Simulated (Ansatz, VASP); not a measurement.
**One calculation of Al32H, two programs**

```
CELL_PARAMETERS angstrom
8.10000 0.00000 0.00000
0.00000 8.10000 0.00000
0.00000 0.00000 8.10000
ATOMIC_POSITIONS crystal
Al 0.49776 0.00063 0.99782
Al 0.74941 0.25229 0.99782
Al 0.74092 0.00912 0.24098
Al 0.99952 0.99953 0.00097
Al 0.24990 0.24991 0.00022
Al 0.50014 0.50015 0.00022
Al 0.75052 0.75053 0.00096
Al 0.24916 0.99952 0.25060
Al 0.49776 0.25229 0.24948
Al 0.75052 0.50089 0.25060
Al 0.50090 0.99952 0.49959
Al 0.75053 0.24915 0.49958
Al 0.75054 0.99951 0.74922
Al 0.00062 0.49777 0.99783
Al 0.25228 0.74942 0.99783
Al 0.99951 0.24917 0.25061
Al 0.25228 0.49777 0.24948
Al 0.50088 0.75053 0.25060
Al 0.00919 0.00920 0.50924
Al 0.25231 0.25232 0.50070
Al 0.49774 0.49775 0.50070
Al 0.74088 0.74089 0.50921
Al 0.25231 0.00064 0.75237
Al 0.50015 0.24990 0.74997
Al 0.74941 0.49775 0.75236
Al 0.00910 0.74094 0.24099
Al 0.99951 0.50092 0.49959
Al 0.24914 0.75055 0.49958
Al 0.00063 0.25232 0.75237
Al 0.24989 0.50016 0.74997
Al 0.49774 0.74942 0.75236
Al 0.99950 0.75055 0.74923
H 0.87505 0.87508 0.37522
```

Alike in both runs: functional PBEsol; k mesh 3 × 3 × 3; occupations gaussian, width 0.1 eV; no spin polarisation.

Ansatz relaxed the structure, and its values are those at the end. VASP's run is a single point on that final structure, the one shown.

|  | VASP | Ansatz |
| --- | --- | --- |
| version | VASP 6.6.1 | Ansatz 0.2.0 |
| potentials or method | VASP PAW PBE potentials, release 64 (Al, H), cutoff 520 eV | scalar-relativistic, plane waves, PAW |
| valence electrons in the cell | 97 | 97 |

VASP gave:

| Quantity | Value |
| --- | --- |
| rms of the force components (eV/Å) | 0.003 |

Task: Estimate Ansatz's values.

Result: rms of the force components (eV/Å): 0.000.

VASP's potentials were made for PBE, not for PBEsol. With one functional, cell and mesh, what is left measures potentials, basis and numerics.
